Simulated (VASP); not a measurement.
**Bi: single point with revPBE**

Bi:

```xyz
1
Lattice="-1.9814 1.9814 1.9814 1.9814 -1.9814 1.9814 1.9814 1.9814 -1.9814" Properties=species:S:1:pos:R:3 pbc="T T T"
Bi    0.0000    0.0000    0.0000
```

```yaml
Program: VASP 6.6.1
Task: single point
Functional: revPBE
Potentials_or_basis: VASP PAW PBE potentials, release 64 (Bi_d)
Cutoff: 520 eV
k_mesh: 9 × 9 × 9
Occupations: methfessel-paxton, width 0.01 eV
Spin: collinear spin, ferromagnetic start
Starting_moments: "[1.0] μB"
Fixed_moment: 1 μB
```

```json
{"Pressure": "5.9 GPa", "Net moment": "1.00 μB per cell", "Site moments": "Bi +0.51 μB", "Valence electrons inside the program's atomic spheres": "Bi 12.75"}
```

It took 21 s on 1 thread of Intel(R) Xeon(R) 6975P-C (Granite Rapids) (shared host), peak memory 0.18 GiB.

Caveat: the PAW data sets were made with another functional, which shifts forces and pressure a little; the total moment is fixed, so each spin has its own Fermi level.
